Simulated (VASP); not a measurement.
The system is CdSe.

```
Cd Se
1.0
    -0.01937   -3.14317   -3.13498
    -0.02441    3.10491   -3.09671
     6.18888   -0.00504    0.04378
Cd Se
2 2
Direct
  0.52200 0.54982 0.53838
  0.00361 0.94902 0.93333
  0.95991 0.47481 0.21285
  0.51448 0.02635 0.81544
```

This cell differs from its parent crystal: all atoms moved at random, sigma 0.25 Å a component, cell strained at random, sigma 0.01.

| Quantity | Value |
| --- | --- |
| Program | VASP 6.6.1 |
| Task | relaxation of the atoms |
| Functional | PBE |
| Potentials or basis | VASP PAW PBE potentials, release 64 (Cd, Se) |
| Cutoff | 450 eV |
| k mesh | 6 × 6 × 4 |
| Occupations | gaussian, width 0.05 eV |
| Spin | no spin polarisation |

At the start: pressure 3.0 GPa; volume 30.12 Å³/atom.

Task: Where does the relaxation end?

Result: Over 24 steps the energy falls by 393.9 meV/atom; space group R3m (No. 160, to 0.05 Å).

Step by step:
```csv
step,energy change (eV),largest force (eV/Å),pressure (GPa)
1,0.0000,3.1692,2.96
2,-0.7470,2.1916,1.16
3,-1.0427,2.0427,0.59
4,-1.0585,1.2737,0.98
5,-1.1359,1.5620,0.57
6,-1.3504,0.8904,-0.24
7,-1.3634,0.9496,-0.31
8,-1.4761,0.5642,-0.69
9,-1.5005,0.3897,-0.72
10,-1.5267,0.2734,-0.73
11,-1.5350,0.2206,-0.69
12,-1.5440,0.1454,-0.65
13,-1.5495,0.2269,-0.56
14,-1.5570,0.1812,-0.54
15,-1.5659,0.1920,-0.48
16,-1.5731,0.0652,-0.46
17,-1.5740,0.0706,-0.45
18,-1.5749,0.0411,-0.45
19,-1.5749,0.0360,-0.45
20,-1.5753,0.0214,-0.45
21,-1.5753,0.0212,-0.45
22,-1.5754,0.0112,-0.45
23,-1.5754,0.0159,-0.45
24,-1.5755,0.0095,-0.45
```

Final structure:
```cif
data_structure
_symmetry_space_group_name_H-M 'P 1'
_symmetry_Int_Tables_number 1
_cell_length_a 4.4394
_cell_length_b 4.3853
_cell_length_c 6.1890
_cell_angle_alpha 90.638
_cell_angle_beta 90.503
_cell_angle_gamma 90.149
_cell_volume 120.47
loop_
_atom_site_label
_atom_site_type_symbol
_atom_site_fract_x
_atom_site_fract_y
_atom_site_fract_z
_atom_site_occupancy
Cd1 Cd 0.50097 0.49988 0.49872 1
Cd2 Cd 0.00118 0.99726 0.99886 1
Se1 Se 0.99882 0.50054 0.25126 1
Se2 Se 0.49903 0.00232 0.75116 1
```

Caveat: the cell differs from its parent crystal (all atoms moved at random, sigma 0.25 Å a component, cell strained at random, sigma 0.01).
